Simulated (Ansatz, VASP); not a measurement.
AlCu in VASP and in Ansatz

```
Al Cu
1.0
     2.90663    0.00000    0.00000
     0.00000    2.90663    0.00000
     0.00000    0.00000    2.90663
Al Cu
1 1
Cartesian
  -0.0754 0.0000 0.0000
  1.4853 1.4533 1.4533
```

Change from the starting cell: mode 4 frozen in at -0.077 Å, equal normal strain along x, y and z -0.0167.

Alike in both runs: task single point; functional PBEsol; k mesh 16 × 16 × 16; occupations gaussian, width 0.15 eV; no spin polarisation.

```csv
,VASP,Ansatz
version,VASP 6.6.1,Ansatz 0.2.0
potentials or method,"VASP PAW PBE potentials, release 64 (Al, Cu), cutoff 520 eV","scalar-relativistic, plane waves, PAW"
valence electrons in the cell,14,22
```

VASP gave:

* gap on the k mesh at the Fermi level (eV): none
* pressure (GPa): 7.7
* traceless stress, the component that is largest in VASP (GPa): -0.46
* rms of the force components (eV/Å): 0.344

Problem. Which values does Ansatz return?

Solution. gap on the k mesh at the Fermi level (eV): none; pressure (GPa): 8.0; traceless stress, the component that is largest in VASP (GPa): -0.45; rms of the force components (eV/Å): 0.342.

VASP's potentials were made for PBE, not for PBEsol, and Ansatz warns of the same on its side. Atom by atom the forces differ by 0.002 eV/Å (rms over components). A gap of «none» marks a metal or a gap that the smearing closes. VASP's potentials hold 14 valence electrons a cell and Ansatz's 22, so a difference there can come from the potentials and not from the codes.
